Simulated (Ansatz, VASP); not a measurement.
Two plane-wave programs on KBr

The input INCAR:

```
PREC = Accurate
ENCUT = 520
EDIFF = 1E-6
ISMEAR = -1
SIGMA = 0.02
LREAL = F
LASPH = T
NELM = 100
ALGO = Normal
ISIF = 2
LWAVE = F
LCHARG = F
GGA = PE
NBANDS = 15
```

The input KPOINTS:

```
regular mesh
0
Gamma
  6 6 6
```

POSCAR

```
KBr
1.0
    3.9758690650      0.0000000000      0.0000000000
    0.0000000000      3.9758690650      0.0000000000
    0.0000000000      0.0000000000      3.7679311129
K Br
1 1
Direct
    0.0000000000      0.0000000000      0.0000000000
    0.5000000000      0.5000000000      0.5000000000
```

Input for Ansatz:

```yaml
crystal:
  lattice:
    - [3.975869065, 0.0, 0.0]
    - [0.0, 3.975869065, 0.0]
    - [0.0, 0.0, 3.7679311129]
  atoms:
    - { symbol: K, position: [0.0, 0.0, 0.0] }
    - { symbol: Br, position: [0.5, 0.5, 0.5] }
kpoints:
  mp_grid: { grid: [6, 6, 6] }
  band_path:
    path: [[0.0, 0.0, 0.0], [0.0, 0.5, 0.0], [0.5, 0.5, 0.0], [0.5, 0.5, 0.5]]
    npoints: 1
hamiltonian:
  xc: pbe
scf:
  occupations: { method: fermi_dirac, width: 0.02 }
  n_extra_bands: 4
output:
  forces: true
  stress: true
  eigenvalues: true
```

Change from the starting cell: uniaxial_z strain -5.2%.

Alike in both runs: task single point; functional PBE; k mesh 6 × 6 × 6; occupations fermi-dirac, width 0.02 eV; no spin polarisation.

|  | VASP | Ansatz |
| --- | --- | --- |
| version | VASP 6.6.1 | Ansatz 0.2.0 |
| potentials or method | VASP PAW PBE potentials, release 64 (K_sv, Br) | plane waves, PAW |
| plane-wave cutoff (eV) | 520 | 420 |
| valence electrons in the cell | 16 | 16 |

```tsv
	VASP	Ansatz	Ansatz less VASP
gap on the k mesh at the Fermi level (eV)	3.96	3.97	+0.001
pressure (GPa)	2.1	2.0	-0.06
traceless stress, the component that is largest in VASP (GPa)	1.51	1.51	+0.003
```
